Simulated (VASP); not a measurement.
# SnO2 (Fm-3m) in VASP: a series of runs

SnO2 is run at these levels: PBE; tasks: single point.

Everything below comes from runs of VASP 6.6.1. Logs are shortened: lines on timing, memory, paths and dates and some standing lists are left out, and cuts for length are marked.

### 1 The cell of the first run

The structure is cubic, space group Fm-3m (No. 225). Conventional cell: a = 4.873 Å, b = 4.873 Å, c = 4.873 Å, α = 90.00°, β = 90.00°, γ = 90.00°. Sn (site symmetry m-3m) has 8 O at 2.11 Å within 2.8 Å. O (site symmetry -43m) has 4 Sn at 2.11 Å and 6 O at 2.44 Å within 2.8 Å.

### 2 Single point, PBE

INCAR reads:

```
PREC = Accurate
ENCUT = 600
EDIFF = 1E-6
ISMEAR = 0
SIGMA = 0.01
LREAL = F
LASPH = T
NELM = 120
ALGO = Normal
ISIF = 2
LWAVE = F
LCHARG = F
GGA = PE
NBANDS = 20
GGA_COMPAT = F
```

KPOINTS reads:

```
Automatic mesh
0
Gamma
  4 4 4
```

POSCAR reads:

```
SnO2
1.0
    0.0000000000      2.4366250000      2.4366250000
    2.4366250000      0.0000000000      2.4366250000
    2.4366250000      2.4366250000      0.0000000000
Sn O
1 2
Direct
    0.0000000000      0.0000000000      0.0000000000
    0.2500000000      0.2500000000      0.2500000000
    0.7500000000      0.7500000000      0.7500000000
```

Potentials or basis: VASP PAW PBE potentials, release 64 (Sn_d, O).

Command:

```bash
$ cat potpaw_PBE.64/Sn_d/POTCAR potpaw_PBE.64/O/POTCAR > POTCAR
$ mpirun -np 1 vasp_std > vasp.out
```

OUTCAR:

```text
PREC = Accurate
   ENCUT = 600
   EDIFF = 1E-6
   ISMEAR = 0
   LREAL = F
   LASPH = T
   NELM = 120
   ISIF = 2
   GGA = PE

 ion  position               nearest neighbor table
   1  0.000  0.000  0.000-   2 2.11   3 2.11   3 2.11   3 2.11   3 2.11   2 2.11   2 2.11   2 2.11

   2  0.250  0.250  0.250-   1 2.11   1 2.11   1 2.11   1 2.11
   3  0.750  0.750  0.750-   1 2.11   1 2.11   1 2.11   1 2.11

  LATTYP: Found a face centered cubic cell.
 ALAT       =     4.8732500000

  Lattice vectors:

 A1 = (   0.0000000000,   2.4366250000,   2.4366250000)
 A2 = (   2.4366250000,   0.0000000000,   2.4366250000)
 A3 = (   2.4366250000,   2.4366250000,   0.0000000000)

Analysis of symmetry for initial positions (statically):
=====================================================================
 Subroutine PRICEL returns:
 Original cell was already a primitive cell.

 Routine SETGRP: Setting up the symmetry group for a
 face centered cubic supercell.

 Subroutine GETGRP returns: Found 48 space group operations
 (whereof 48 operations were pure point group operations)
 out of a pool of 48 trial point group operations.

The static configuration has the point symmetry O_h .

Analysis of symmetry for dynamics (positions and initial velocities):
=====================================================================
 Subroutine PRICEL returns:
 Original cell was already a primitive cell.

 Routine SETGRP: Setting up the symmetry group for a
 face centered cubic supercell.

 Subroutine GETGRP returns: Found 48 space group operations
 (whereof 48 operations were pure point group operations)
 out of a pool of 48 trial point group operations.

The dynamic configuration has the point symmetry O_h .

 Subroutine INISYM returns: Found 48 space group operations
 (whereof 48 operations are pure point group operations),
 and found     1 'primitive' translations

----------------------------------------------------------------------------------------

                                     Primitive cell

  volume of cell :      28.9332

  direct lattice vectors                    reciprocal lattice vectors
     0.000000000  2.436625000  2.436625000    -0.205201867  0.205201867  0.205201867
     2.436625000  0.000000000  2.436625000     0.205201867 -0.205201867  0.205201867
     2.436625000  2.436625000  0.000000000     0.205201867  0.205201867 -0.205201867

  length of vectors
     3.445908121  3.445908121  3.445908121     0.355420060  0.355420060  0.355420060

  position of ions in fractional coordinates (direct lattice)
     0.000000000  0.000000000  0.000000000
     0.250000000  0.250000000  0.250000000
     0.750000000  0.750000000  0.750000000

  ion indices of the primitive-cell ions
   primitive index   ion index
                 1           1
                 2           2
                 3           3

----------------------------------------------------------------------------------------

 KPOINTS: Automatic mesh

Automatic generation of k-mesh.
 Grid dimensions read from file:
 generate k-points for:    4    4    4

 Generating k-lattice:

  Cartesian coordinates                     Fractional coordinates (reciprocal lattice)
    -0.051300467  0.051300467  0.051300467     0.250000000  0.000000000  0.000000000
     0.051300467 -0.051300467  0.051300467     0.000000000  0.250000000  0.000000000
     0.051300467  0.051300467 -0.051300467     0.000000000  0.000000000  0.250000000

  Length of vectors
     0.088855015  0.088855015  0.088855015

  Shift w.r.t. Gamma in fractional coordinates (k-lattice)
     0.000000000  0.000000000  0.000000000

 Subroutine IBZKPT returns following result:
 ===========================================

 Found      8 irreducible k-points:

 Following reciprocal coordinates:
            Coordinates               Weight
  0.000000  0.000000  0.000000      1.000000
  0.250000  0.000000  0.000000      8.000000
  0.500000  0.000000  0.000000      4.000000
  0.250000  0.250000  0.000000      6.000000
  0.500000  0.250000  0.000000     24.000000
 -0.250000  0.250000  0.000000     12.000000
  0.500000  0.500000  0.000000      3.000000
 -0.250000  0.500000  0.250000      6.000000
   k-points           NKPTS =      8   k-points in BZ     NKDIM =      8   number of bands    NBANDS=     20
   number of dos      NEDOS =    301   number of ions     NIONS =      3
   total plane-waves  NPLWV =  21952
   dimension x,y,z NGX =    28 NGY =   28 NGZ =   28
   dimension x,y,z NGXF=    56 NGYF=   56 NGZF=   56
   ions per type =               1   2
   NGX,Y,Z   is equivalent  to a cutoff of  13.51, 13.51, 13.51 a.u.
   NGXF,Y,Z  is equivalent  to a cutoff of  27.02, 27.02, 27.02 a.u.
 SYSTEM =  unknown system
   PREC   = accura    normal or accurate (medium, high low for compatibility)
   ISTART =      0    job   : 0-new  1-cont  2-samecut
   ICHARG =      2    charge: 1-file 2-atom 10-const
   ISPIN  =      1    spin polarized calculation?
   LNONCOLLINEAR =      F non collinear calculations
   LSORBIT =      F    spin-orbit coupling
   LASPH  =      T    aspherical Exc in radial PAW
   ENCUT  =  600.0 eV  44.10 Ry    6.64 a.u.   6.88  6.88  6.88*2*pi/ulx,y,z
   NELM   =    120;   NELMIN=  2; NELMDL= -5     # of ELM steps
   EDIFF  = 0.1E-05   stopping-criterion for ELM
   LREAL  =      F    real-space projection
   EDIFFG = 0.1E-04   stopping-criterion for IOM
   NSW    =      0    number of steps for IOM
   IBRION =     -1    ionic relax: 0-MD 1-quasi-New 2-CG
   NFREE  =      0    steps in history (QN), initial steepest desc. (CG)
   ISIF   =      2    stress and relaxation
   ISYM   =      2    0-nonsym 1-usesym 2-fastsym
   POTIM  = 0.5000    time-step for ionic-motion
   TEBEG  =    0.0;   TEEND  =   0.0 temperature during run
   PSTRESS=    0.0 pullay stress
   NELECT =      26.0000    total number of electrons
   NUPDOWN=      -1.0000    fix difference up-down
   EMIN   =  10.00;   EMAX   =-10.00  energy-range for DOS
   EFERMI =   0.00;   METHOD = LEGACY
   ISMEAR =     0;   SIGMA  =   0.01  broadening in eV -4-tet -1-fermi 0-gaus
   EFERMI_NEDOS =   21; number of points for ismear=-14 and -15
   IALGO  =     38    algorithm
   IMIX   =      4    mixing-type and parameters
     AMIX     =   0.40;   BMIX     =  1.00
     AMIX_MAG =   1.60;   BMIX_MAG =  1.00
  volume/ion in A,a.u.               =       9.64        65.08
  Fermi-wavevector in a.u.,A,eV,Ry     =   1.579794  2.985379 33.956747  2.495751
  Thomas-Fermi vector in A             =   2.680120
   LORBIT       =      0    0 simple, 1 ext, 2 COOP (PROOUT), +10 PAW based schemes
   GGA     = PE    functional components
   LHFCALC =     F    Hartree Fock is set to
   AEXX    =    0.0000 exact exchange contribution
   IVDW    =     0    specifies the selected vdW correction
   LEPSILON=     F    determine dielectric tensor
   LRPA    =     F    only Hartree local field effects (RPA)
 non-spin polarized calculation
 Gauss-broadening in eV      SIGMA  =   0.01
  energy-cutoff  :      600.00
  volume of cell :       28.93
 maximum number of plane-waves:       982
   NGX = 13   NGY = 13   NGZ = 13

 number of electron      26.0000001 magnetization

 Free energy of the ion-electron system (eV)
  ---------------------------------------------------
  ext. energy  EPLUGINS =         0.00000000
  ---------------------------------------------------
  free energy    TOTEN  =       -17.27530295 eV

  energy without entropy =      -17.27530295  energy(sigma->0) =      -17.27530295

 E-fermi :   9.9402     XC(G=0): -12.5791

 val. band max:        9.8665377530   @ k =  -0.2500   0.5000   0.2500
 cond. band min:      11.3887769144   @ k =   0.0000   0.0000   0.0000
 fundamental gap:      1.5222391614
 Fermi energy:         9.9401615686

 k-point     1 :       0.0000    0.0000    0.0000
  band No.  band energies     occupation
      1     -11.0654      2.00000
      2     -10.7495      2.00000
      3     -10.7495      2.00000
      4     -10.7495      2.00000
      5     -10.4744      2.00000
      6     -10.4744      2.00000
[... 12 lines left out ...]
     19      25.8060      0.00000
     20      25.8060      0.00000

 k-point     2 :       0.2500    0.0000    0.0000
  band No.  band energies     occupation
      1     -11.2534      2.00000
      2     -10.6900      2.00000
      3     -10.6900      2.00000
      4     -10.4680      2.00000
      5     -10.4680      2.00000
      6     -10.1297      2.00000
[... 12 lines left out ...]
     19      26.1244      0.00000
     20      27.4912      0.00000

 k-point     3 :       0.5000    0.0000    0.0000
  band No.  band energies     occupation
      1     -11.6278      2.00000
      2     -10.6659      2.00000
      3     -10.6659      2.00000
      4     -10.4236      2.00000
      5     -10.4236      2.00000
      6      -8.4461      2.00000
[... 12 lines left out ...]
     19      26.0464      0.00000
     20      26.9977      0.00000

 k-point     4 :       0.2500    0.2500    0.0000
  band No.  band energies     occupation
      1     -11.2591      2.00000
      2     -10.6157      2.00000
      3     -10.6157      2.00000
      4     -10.5502      2.00000
      5     -10.4387      2.00000
      6     -10.1259      2.00000
[... 12 lines left out ...]
     19      26.3893      0.00000
     20      30.2630      0.00000

 k-point     5 :       0.5000    0.2500    0.0000
  band No.  band energies     occupation
      1     -11.4727      2.00000
      2     -10.9170      2.00000
      3     -10.5630      2.00000
      4     -10.5501      2.00000
      5     -10.4209      2.00000
      6      -8.3820      2.00000
[... 12 lines left out ...]
     19      27.0527      0.00000
     20      29.2788      0.00000

 k-point     6 :      -0.2500    0.2500    0.0000
  band No.  band energies     occupation
      1     -11.2327      2.00000
      2     -11.1403      2.00000
      3     -10.6004      2.00000
      4     -10.4944      2.00000
      5     -10.4904      2.00000
      6      -8.6558      2.00000
[... 12 lines left out ...]
     19      26.2153      0.00000
     20      29.8003      0.00000

 k-point     7 :       0.5000    0.5000    0.0000
  band No.  band energies     occupation
      1     -11.6902      2.00000
      2     -10.6119      2.00000
      3     -10.4712      2.00000
      4     -10.4712      2.00000
      5     -10.4028      2.00000
      6      -8.8675      2.00000
[... 12 lines left out ...]
     19      27.2839      0.00000
     20      28.9393      0.00000

 k-point     8 :      -0.2500    0.5000    0.2500
  band No.  band energies     occupation
      1     -11.2786      2.00000
      2     -11.2786      2.00000
      3     -10.5578      2.00000
      4     -10.4709      2.00000
      5     -10.4514      2.00000
      6      -7.1963      2.00000
[... 12 lines left out ...]
     19      27.7099      0.00000
     20      29.2637      0.00000

------------------------ aborting loop because EDIFF is reached ----------------------------------------

  FORCE on cell =-STRESS in cart. coord.  units (eV):
  Direction    XX          YY          ZZ          XY          YZ          ZX
  --------------------------------------------------------------------------------------
  -------------------------------------------------------------------------------------
  Total        8.1900463      8.1900463      8.1900463     -0.0000000      0.0000000     -0.0000000
  in kB      453.5246100    453.5246100    453.5246100     -0.0000000      0.0000000     -0.0000000
  external PRESSURE =     453.5246100 kB  Pullay stress =       0.0000000 kB

 VOLUME and BASIS-vectors are now :
 -----------------------------------------------------------------------------
  energy-cutoff  :      600.00
  volume of cell :       28.93
      direct lattice vectors                 reciprocal lattice vectors
     0.000000000  2.436625000  2.436625000    -0.205201867  0.205201867  0.205201867
     2.436625000  0.000000000  2.436625000     0.205201867 -0.205201867  0.205201867
     2.436625000  2.436625000  0.000000000     0.205201867  0.205201867 -0.205201867

 POSITION                                       TOTAL-FORCE (eV/Angst)
 -----------------------------------------------------------------------------------
      0.00000      0.00000      0.00000        -0.000000     -0.000000      0.000000
      1.21831      1.21831      1.21831        -0.000000      0.000000     -0.000000
      3.65494      3.65494      3.65494         0.000000     -0.000000      0.000000
 -----------------------------------------------------------------------------------
    total drift:                               -0.000000      0.000000      0.000000

  FREE ENERGIE OF THE ION-ELECTRON SYSTEM (eV)
  ---------------------------------------------------
  free  energy   TOTEN  =       -17.2753029505 eV

  energy  without entropy=      -17.2753029505  energy(sigma->0) =      -17.27530295
```

Run time: 4.7 s. Hardware: 1 thread of AMD EPYC 9R45 (Zen 5), shared host; peak memory 0.12 GiB.

What came out:

| Property | Result |
| --- | --- |
| Free energy | -17.2753 eV |
| Pressure | 45.4 GPa |
| Band gap on the k mesh | 1.52 eV, indirect (least direct gap 3.19 eV) |

Levels at points of the mesh, in eV from the valence-band top:
```tsv
k point	band 10	band 11	band 12	band 13	band 14	band 15	band 16	band 17
(0.00, 0.00, 0.00)	-3.30	-1.67	-1.67	-1.67	1.52	7.49	7.49	7.49
(0.50, 0.00, 0.00)	-3.99	-3.99	-2.45	-2.45	6.07	8.50	11.54	11.54
(0.50, 0.50, 0.00)	-6.42	-0.24	-0.24	-0.24	3.85	8.34	10.51	13.75
```

Caveat: the k points lie up to 0.56 Å⁻¹ apart; spin-orbit coupling is left out, which moves the levels of the heavy elements. A k mesh can miss the band edges.

(Part 1 of 3 ends here.)
